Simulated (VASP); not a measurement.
# InSb (F-43m) in VASP: a series of runs

InSb is run at these levels: PBE; tasks: relaxation of cell and atoms, single point.

Everything below comes from runs of VASP 6.6.1. Logs are shortened: lines on timing, memory, paths and dates and some standing lists are left out, and cuts for length are marked.

## (1) The cell of the first run

The structure is cubic, space group F-43m (No. 216). Conventional cell: a = 6.637 Å, b = 6.637 Å, c = 6.637 Å, α = 90.00°, β = 90.00°, γ = 90.00°. In (site symmetry -43m) has 4 Sb at 2.87 Å within 3.8 Å. Within 3.8 Å of Sb (site symmetry -43m) lie 4 In at 2.87 Å.

## (2) Relaxation of cell and atoms, PBE, target pressure 25 GPa, at which the enthalpy is minimised

File INCAR:

```
PREC = Accurate ; ENCUT = 600
EDIFF = 1E-7 ; ISMEAR = -1
SIGMA = 0.15 ; LREAL = False
LASPH = True ; NELM = 100
ALGO = Normal ; ISIF = 3
LWAVE = False ; LCHARG = False
GGA = PE ; IBRION = 2
NSW = 80 ; EDIFFG = -0.001
PSTRESS = 250.0
```

File KPOINTS:

```
Automatic mesh
0
Gamma
  12 12 12
```

File POSCAR:

```
InSb
1.0
    0.0000000000      3.3185740832      3.3185740832
    3.3185740832      0.0000000000      3.3185740832
    3.3185740832      3.3185740832      0.0000000000
In Sb
1 1
Direct
    0.0000000000      0.0000000000      0.0000000000
    0.7500000000      0.7500000000      0.7500000000
```

Potentials or basis: VASP PAW PBE potentials, release 64 (In_d, Sb).

The run is started by

```
$ cat potpaw_PBE.64/In_d/POTCAR potpaw_PBE.64/Sb/POTCAR > POTCAR
$ mpirun -np 1 vasp_std > vasp.out
```

OUTCAR:

```text
PREC = Accurate
   ENCUT = 600
   EDIFF = 1E-7
   ISMEAR = -1
   LREAL = False
   LASPH = True
   NELM = 100
   ISIF = 3
   GGA = PE
   IBRION = 2
   NSW = 80
   EDIFFG = -0.001
   PSTRESS = 250.0

 ion  position               nearest neighbor table
   1  0.000  0.000  0.000-   2 2.87   2 2.87   2 2.87   2 2.87
   2  0.750  0.750  0.750-   1 2.87   1 2.87   1 2.87   1 2.87

  LATTYP: Found a face centered cubic cell.
 ALAT       =     6.6371481664

  Lattice vectors:

 A1 = (   0.0000000000,   3.3185740832,   3.3185740832)
 A2 = (   3.3185740832,   0.0000000000,   3.3185740832)
 A3 = (   3.3185740832,   3.3185740832,   0.0000000000)

Analysis of symmetry for initial positions (statically):
=====================================================================
 Subroutine PRICEL returns:
 Original cell was already a primitive cell.

 Routine SETGRP: Setting up the symmetry group for a
 face centered cubic supercell.

 Subroutine GETGRP returns: Found 24 space group operations
 (whereof 24 operations were pure point group operations)
 out of a pool of 48 trial point group operations.

The static configuration has the point symmetry T_d .

Analysis of symmetry for dynamics (positions and initial velocities):
=====================================================================
 Subroutine PRICEL returns:
 Original cell was already a primitive cell.

 Routine SETGRP: Setting up the symmetry group for a
 face centered cubic supercell.

 Subroutine GETGRP returns: Found 24 space group operations
 (whereof 24 operations were pure point group operations)
 out of a pool of 48 trial point group operations.

The dynamic configuration has the point symmetry T_d .

 Subroutine INISYM returns: Found 24 space group operations
 (whereof 24 operations are pure point group operations),
 and found     1 'primitive' translations

----------------------------------------------------------------------------------------

                                     Primitive cell

  volume of cell :      73.0945

  direct lattice vectors                    reciprocal lattice vectors
     0.000000000  3.318574083  3.318574083    -0.150667120  0.150667120  0.150667120
     3.318574083  0.000000000  3.318574083     0.150667120 -0.150667120  0.150667120
     3.318574083  3.318574083  0.000000000     0.150667120  0.150667120 -0.150667120

  length of vectors
     4.693172476  4.693172476  4.693172476     0.260963107  0.260963107  0.260963107

  position of ions in fractional coordinates (direct lattice)
     0.000000000  0.000000000  0.000000000
     0.750000000  0.750000000  0.750000000

  ion indices of the primitive-cell ions
   primitive index   ion index
                 1           1
                 2           2

----------------------------------------------------------------------------------------

 KPOINTS: Automatic mesh

Automatic generation of k-mesh.
 Grid dimensions read from file:
 generate k-points for:   12   12   12

 Generating k-lattice:

  Cartesian coordinates                     Fractional coordinates (reciprocal lattice)
    -0.012555593  0.012555593  0.012555593     0.083333333  0.000000000  0.000000000
     0.012555593 -0.012555593  0.012555593     0.000000000  0.083333333  0.000000000
     0.012555593  0.012555593 -0.012555593     0.000000000  0.000000000  0.083333333

  Length of vectors
     0.021746926  0.021746926  0.021746926

  Shift w.r.t. Gamma in fractional coordinates (k-lattice)
     0.000000000  0.000000000  0.000000000

 Subroutine IBZKPT returns following result:
 ===========================================

 Found     72 irreducible k-points:

 Following reciprocal coordinates:
            Coordinates               Weight
  0.000000  0.000000  0.000000      1.000000
  0.083333  0.000000  0.000000      8.000000
  0.166667  0.000000  0.000000      8.000000
  0.250000  0.000000  0.000000      8.000000
  0.333333  0.000000  0.000000      8.000000
  0.416667  0.000000  0.000000      8.000000
[... 16 lines left out ...]
  0.500000  0.166667  0.000000     24.000000
 -0.416667  0.166667  0.000000     24.000000
 [... further k-points ...]
   k-points           NKPTS =     72   k-points in BZ     NKDIM =     72   number of bands    NBANDS=     13
   number of dos      NEDOS =    301   number of ions     NIONS =      2
   total plane-waves  NPLWV =  64000
   dimension x,y,z NGX =    40 NGY =   40 NGZ =   40
   dimension x,y,z NGXF=    80 NGYF=   80 NGZF=   80
   ions per type =               1   1
   NGX,Y,Z   is equivalent  to a cutoff of  14.17, 14.17, 14.17 a.u.
   NGXF,Y,Z  is equivalent  to a cutoff of  28.34, 28.34, 28.34 a.u.
 SYSTEM =  unknown system
   PREC   = accura    normal or accurate (medium, high low for compatibility)
   ISTART =      0    job   : 0-new  1-cont  2-samecut
   ICHARG =      2    charge: 1-file 2-atom 10-const
   ISPIN  =      1    spin polarized calculation?
   LNONCOLLINEAR =      F non collinear calculations
   LSORBIT =      F    spin-orbit coupling
   LASPH  =      T    aspherical Exc in radial PAW
   ENCUT  =  600.0 eV  44.10 Ry    6.64 a.u.   9.37  9.37  9.37*2*pi/ulx,y,z
   NELM   =    100;   NELMIN=  2; NELMDL= -5     # of ELM steps
   EDIFF  = 0.1E-06   stopping-criterion for ELM
   LREAL  =      F    real-space projection
   EDIFFG = -.1E-02   stopping-criterion for IOM
   NSW    =     80    number of steps for IOM
   IBRION =      2    ionic relax: 0-MD 1-quasi-New 2-CG
   NFREE  =      1    steps in history (QN), initial steepest desc. (CG)
   ISIF   =      3    stress and relaxation
   ISYM   =      2    0-nonsym 1-usesym 2-fastsym
   POTIM  = 0.5000    time-step for ionic-motion
   TEBEG  =    0.0;   TEEND  =   0.0 temperature during run
   PSTRESS=  250.0 pullay stress
   NELECT =      18.0000    total number of electrons
   NUPDOWN=      -1.0000    fix difference up-down
   EMIN   =  10.00;   EMAX   =-10.00  energy-range for DOS
   EFERMI =   0.00;   METHOD = LEGACY
   ISMEAR =    -1;   SIGMA  =   0.15  broadening in eV -4-tet -1-fermi 0-gaus
   EFERMI_NEDOS =   21; number of points for ismear=-14 and -15
   IALGO  =     38    algorithm
   IMIX   =      4    mixing-type and parameters
     AMIX     =   0.40;   BMIX     =  1.00
     AMIX_MAG =   1.60;   BMIX_MAG =  1.00
  volume/ion in A,a.u.               =      36.55       246.63
  Fermi-wavevector in a.u.,A,eV,Ry     =   1.026134  1.939112 14.326273  1.052951
  Thomas-Fermi vector in A             =   2.160011
   LORBIT       =      0    0 simple, 1 ext, 2 COOP (PROOUT), +10 PAW based schemes
   GGA     = PE    functional components
   LHFCALC =     F    Hartree Fock is set to
   AEXX    =    0.0000 exact exchange contribution
   IVDW    =     0    specifies the selected vdW correction
   LEPSILON=     F    determine dielectric tensor
   LRPA    =     F    only Hartree local field effects (RPA)
 conjugate gradient relaxation of ions
 non-spin polarized calculation
  energy-cutoff  :      600.00
  volume of cell :       73.09
 maximum number of plane-waves:      2468
 NGX is ok and might be reduce to    40
   NGX = 19   NGY = 19   NGZ = 19

--------------------------------------- Ionic step        1  -------------------------------------------

 number of electron      18.0000000 magnetization

 Free energy of the ion-electron system (eV)
  ---------------------------------------------------
  ext. energy  EPLUGINS =         0.00000000
  ---------------------------------------------------
  free energy    TOTEN  =        -6.95562886 eV

  energy without entropy =       -6.94699746  energy(sigma->0) =       -6.95131316

 E-fermi :   4.6002     XC(G=0):  -8.3803

 val. band max:        4.3681361074   @ k =   0.0000   0.0000   0.0000
 cond. band min:       4.7864508275   @ k =   0.5000   0.0000   0.0000
 fundamental gap:      0.4183147201
 Fermi energy:         4.6002127436

 k-point     1 :       0.0000    0.0000    0.0000
  band No.  band energies     occupation
      1     -10.0950      2.00000
      2     -10.0950      2.00000
      3     -10.0950      2.00000
      4     -10.0283      2.00000
      5     -10.0283      2.00000
      6      -5.9130      2.00000
      7       3.7735      1.99195
      8       4.3681      1.64901
      9       4.3681      1.64901
     10       4.3681      1.64901
     11       7.3352      0.00000
     12       7.3352      0.00000
     13       7.3352      0.00000
[... 354 lines left out ...]
  band No.  band energies     occupation
      1     -10.1340      2.00000
      2     -10.0776      2.00000
      3     -10.0762      2.00000
      4     -10.0292      2.00000
      5     -10.0272      2.00000
      6      -4.5872      2.00000
      7      -0.8900      2.00000
      8       2.2204      2.00000
      9       3.2276      1.99979
     10       5.9639      0.00023
     11       8.0505      0.00000
     12       8.8015      0.00000
     13      10.5099      0.00000

 [... further k-points ...]
[... 5 lines left out ...]
  --------------------------------------------------------------------------------------
  -------------------------------------------------------------------------------------
  Total       -0.0024878     -0.0024878     -0.0024878     -0.0000000     -0.0000000     -0.0000000
  in kB       -0.0545317     -0.0545317     -0.0545317     -0.0000000     -0.0000000     -0.0000000
  external PRESSURE =    -250.0545317 kB  Pullay stress =     250.0000000 kB
[... 25 lines left out ...]
--------------------------------------- Ionic step        2  -------------------------------------------

 number of electron      18.0000000 magnetization

 E-fermi :  20.5273     XC(G=0): -13.1905

 val. band max:       20.5107036252   @ k =   0.4167   0.3333   0.0000
 cond. band min:      20.5490225149   @ k =   0.1667   0.0833   0.0000
 fundamental gap:      0.0383188897
 Fermi energy:        20.5272683107

 k-point     1 :       0.0000    0.0000    0.0000
  band No.  band energies     occupation
      1       0.2114      2.00000
      2       0.2114      2.00000
      3       0.2114      2.00000
      4       0.3913      2.00000
      5       0.9970      2.00000
      6       0.9970      2.00000
      7      22.0081      0.00010
      8      22.0081      0.00010
      9      22.0081      0.00010
     10      23.2380      0.00000
     11      23.2380      0.00000
     12      23.2380      0.00000
     13      24.5433      0.00000
[... 354 lines left out ...]
  band No.  band energies     occupation
      1      -0.4749      2.00000
      2       0.4143      2.00000
      3       0.4947      2.00000
      4       0.9204      2.00000
      5       0.9632      2.00000
      6       6.2329      2.00000
      7       8.3981      2.00000
      8      15.0733      2.00000
      9      17.1768      2.00000
     10      21.8018      0.00041
     11      25.7194      0.00000
     12      26.1676      0.00000
     13      28.7054      0.00000

 [... further k-points ...]
[... 5 lines left out ...]
  --------------------------------------------------------------------------------------
  -------------------------------------------------------------------------------------
  Total       57.5242101     57.5242101     57.5242101      0.0000000     -0.0000000      0.0000000
  in kB     3311.1453834   3311.1453834   3311.1453834      0.0000000     -0.0000000      0.0000000
  external PRESSURE =    3061.1453834 kB  Pullay stress =     250.0000000 kB
[... 59 lines left out ...]
  energy  without entropy=       -6.2675257934  energy(sigma->0) =       -6.26889578

  enthalpy is  TOTEN    =         2.5761001190 eV   P V=        8.8463658928

[... ionic steps 4 to 14 ...]

--------------------------------------- Ionic step       15  -------------------------------------------

 number of electron      17.9999999 magnetization

------------------------ aborting loop because EDIFF is reached ----------------------------------------
[... 71 lines left out ...]
--------------------------------------- Ionic step       17  -------------------------------------------

 number of electron      17.9999999 magnetization

 Free energy of the ion-electron system (eV)
  ---------------------------------------------------
  ext. energy  EPLUGINS =         0.00000000
  ---------------------------------------------------
  free energy    TOTEN  =        -5.80987675 eV

  energy without entropy =       -5.80679440  energy(sigma->0) =       -5.80833557

 E-fermi :   8.4661     XC(G=0):  -9.7892

 val. band max:        8.1474350140   @ k =   0.0000   0.0000   0.0000
 cond. band min:       8.8915572055   @ k =   0.4167   0.4167   0.0000
 fundamental gap:      0.7441221915
 Fermi energy:         8.4661073746

 k-point     1 :       0.0000    0.0000    0.0000
  band No.  band energies     occupation
      1      -7.2742      2.00000
      2      -7.2742      2.00000
      3      -7.2742      2.00000
      4      -7.0927      2.00000
      5      -7.0927      2.00000
      6      -4.4657      2.00000
      7       8.1474      1.78652
      8       8.1474      1.78652
      9       8.1474      1.78652
     10       9.4387      0.00305
     11      10.9773      0.00000
     12      10.9773      0.00000
     13      10.9773      0.00000
[... 354 lines left out ...]
  band No.  band energies     occupation
      1      -7.4089      2.00000
      2      -7.2217      2.00000
      3      -7.2159      2.00000
      4      -7.0990      2.00000
      5      -7.0926      2.00000
      6      -2.1349      2.00000
      7       1.2878      2.00000
      8       4.9186      2.00000
      9       6.2843      2.00000
     10      10.1772      0.00002
     11      11.9298      0.00000
     12      12.7926      0.00000
     13      15.1845      0.00000

 [... further k-points ...]
[... 5 lines left out ...]
  --------------------------------------------------------------------------------------
  -------------------------------------------------------------------------------------
  Total        8.2942395      8.2942395      8.2942395      0.0000000     -0.0000000      0.0000000
  in kB      249.9951187    249.9951187    249.9951187      0.0000000     -0.0000000      0.0000000
  external PRESSURE =      -0.0048813 kB  Pullay stress =     250.0000000 kB
[... 21 lines left out ...]
  energy  without entropy=       -5.8067943978  energy(sigma->0) =       -5.80833557

  enthalpy is  TOTEN    =         2.4845247293 eV   P V=        8.2944014798

 reached required accuracy - stopping structural energy minimisation
```

Run time: 14 min. Hardware: 1 thread of Intel Xeon Platinum 8259CL at 2.50GHz (Skylake/Cascade Lake), shared host; peak memory 0.33 GiB.

Results:

| Property | Result |
| --- | --- |
| Free energy | -5.8099 eV |
| Relaxed volume | 26.58 Å³/atom |
| Relaxed cell | a = 4.220 Å, b = 4.220 Å, c = 4.220 Å, α = 60.00°, β = 60.00°, γ = 60.00° |
| Space group after relaxing (to 0.1 Å) | F-43m (No. 216) |
| Energy change on relaxing (the run minimises the enthalpy) | +572.9 meV/atom |
| Ionic steps | 17 |
| Pressure after relaxing | 25.0 GPa |
| Band gap on the k mesh | 0.74 eV (least direct gap 1.29 eV) |

Step by step:
```csv
step,energy change (eV),largest force (eV/Å),pressure (GPa),volume (Å³)
1,0.0000,0.0000,-0.01,73.09
2,19.2427,0.0000,331.11,27.83
3,0.6854,0.0000,17.12,56.69
4,0.8940,0.0000,20.76,54.92
5,1.1563,0.0000,25.17,53.09
6,1.1009,0.0000,24.25,53.45
7,1.1037,0.0000,24.30,53.43
8,1.1120,0.0000,24.44,53.38
9,1.1121,0.0000,24.44,53.37
10,1.1125,0.0000,24.45,53.37
11,1.1133,0.0000,24.46,53.37
12,1.1149,0.0000,24.49,53.36
13,1.1180,0.0000,24.54,53.34
14,1.1243,0.0000,24.64,53.29
15,1.1369,0.0000,24.85,53.21
16,1.1625,0.0000,25.28,53.05
17,1.1458,0.0000,25.00,53.16
```

Final structure:
```xyz
2
Lattice="0.0000 2.9843 2.9843 2.9843 0.0000 2.9843 2.9843 2.9843 0.0000" Properties=species:S:1:pos:R:3 pbc="T T T"
In    0.0000    0.0000    0.0000
Sb    4.4764    4.4764    4.4764
```

Caveat: the cell is relaxed towards a set pressure, so the run minimises the enthalpy, not the energy; the volume moved by over 15 % at a fixed basis, so the end points are rough; spin-orbit coupling is left out, which moves the levels of the heavy elements. A k mesh can miss the band edges.

## (3) Single point, PBE

This run uses another cell than the first one, of 27.64 Å³/atom.

File INCAR:

```
PREC     = Accurate       # precision mode
ENCUT    = 520            # plane-wave cutoff, eV
EDIFF    = 1E-6           # SCF threshold, eV
ISMEAR   = -1             # smearing method
SIGMA    = 0.15           # smearing width, eV
LREAL    = F              # projectors in reciprocal space
LASPH    = T              # aspherical terms in the spheres
NELM     = 100            # most SCF steps
ALGO     = Normal         # electronic algorithm
ISIF     = 2              # what is computed and relaxed
LWAVE    = F              # write WAVECAR
LCHARG   = T              # write CHGCAR
GGA      = PE             # functional
LELF     = T              # ELF
LVHAR    = T            
NBANDS   = 16             # bands
```

File KPOINTS:

```
regular mesh
0
Gamma
  12 12 12
```

File POSCAR:

```
InSb
1.0
    0.0000000000      3.0234809568      3.0234809568
    3.0234809568      0.0000000000      3.0234809568
    3.0234809568      3.0234809568      0.0000000000
In Sb
1 1
Direct
    0.0000000000      0.0000000000      0.0000000000
    0.7500000000      0.7500000000      0.7500000000
```

Potentials or basis: VASP PAW PBE potentials, release 64 (In_d, Sb).

The run is started by

```
$ cat potpaw_PBE.64/In_d/POTCAR potpaw_PBE.64/Sb/POTCAR > POTCAR
$ mpirun -np 1 vasp_std > vasp.out
```

It took 58 s on 1 thread of Intel Xeon 8259CL, shared host; peak memory 0.22 GiB.

It converged, with:

```yaml
Free_energy: -6.1060 eV
Pressure: 19.9 GPa
Band_gap_on_the_k_mesh: 0.84 eV (least direct gap 1.05 eV)
```

Levels at points of the mesh, in eV from the valence-band top:
```
           k point  band 7  band 8  band 9  band 10  band 11  band 12
(0.00, 0.00, 0.00)    0.00    0.00    0.00     1.05     2.86     2.86
(0.50, 0.00, 0.00)   -6.79   -1.38   -1.38     0.93     3.77     3.77
(0.50, 0.50, 0.00)   -6.96   -3.07   -3.07     0.90     1.09     9.39
```

Caveat: the cell stands under pressure; spin-orbit coupling is left out, which moves the levels of the heavy elements. A k mesh can miss the band edges.
